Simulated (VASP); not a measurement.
B5Pt:

```xyz
6
Lattice="0.0000 3.0570 3.0570 3.0570 0.0000 3.0570 3.0570 3.0570 0.0000" Properties=species:S:1:pos:R:3 pbc="T T T"
B     1.5285    1.5285    1.5285
B     3.8189    2.2951    2.2951
B     3.8189    3.8189    3.8189
B     2.2951    2.2951    3.8189
B     2.2951    3.8189    2.2951
Pt    0.0000    0.0000    0.0000
```

| Property | Result |
| --- | --- |
| Program | VASP 6.6.1 |
| Task | relaxation of cell and atoms |
| Functional | PBE |
| Potentials or basis | VASP PAW PBE potentials, release 64 (B, Pt) |
| Cutoff | 600 eV |
| k mesh | 6 × 6 × 6 |
| Occupations | gaussian, width 0.1 eV |
| Spin | no spin polarisation |

At the start: pressure -21.3 GPa; volume 9.52 Å³/atom.

Problem. Where does the relaxation end?

Solution. Over 9 steps the energy falls by 177.6 meV/atom and the volume is 8.30 Å³/atom (-12.8 %); space group F-43m (No. 216, to 0.05 Å).

Step by step:
```csv
step,energy change (eV),largest force (eV/Å),pressure (GPa),volume (Å³)
1,0.0000,0.7067,-21.34,57.14
2,-0.7273,1.0761,7.73,47.28
3,-0.7449,1.0890,2.76,48.34
4,-0.9444,0.7072,5.96,47.84
5,-0.9975,0.0653,9.47,47.46
6,-1.0429,0.3118,-2.71,50.88
7,-1.0618,0.1847,1.26,49.63
8,-1.0654,0.0534,-0.45,49.88
9,-1.0658,0.0017,-0.04,49.82
```

Final structure:
```yaml
crystal:
  lattice:
    - [0.00000, 2.92046, 2.92046]
    - [2.92046, 0.00000, 2.92046]
    - [2.92046, 2.92046, 0.00000]
  atoms:
    - { symbol: B, position: [0.25000, 0.25000, 0.25000] }
    - { symbol: B, position: [0.16900, 0.61033, 0.61033] }
    - { symbol: B, position: [0.61033, 0.61033, 0.61033] }
    - { symbol: B, position: [0.61033, 0.61033, 0.16900] }
    - { symbol: B, position: [0.61033, 0.16900, 0.61033] }
    - { symbol: Pt, position: [0.00000, 0.00000, 0.00000] }
```
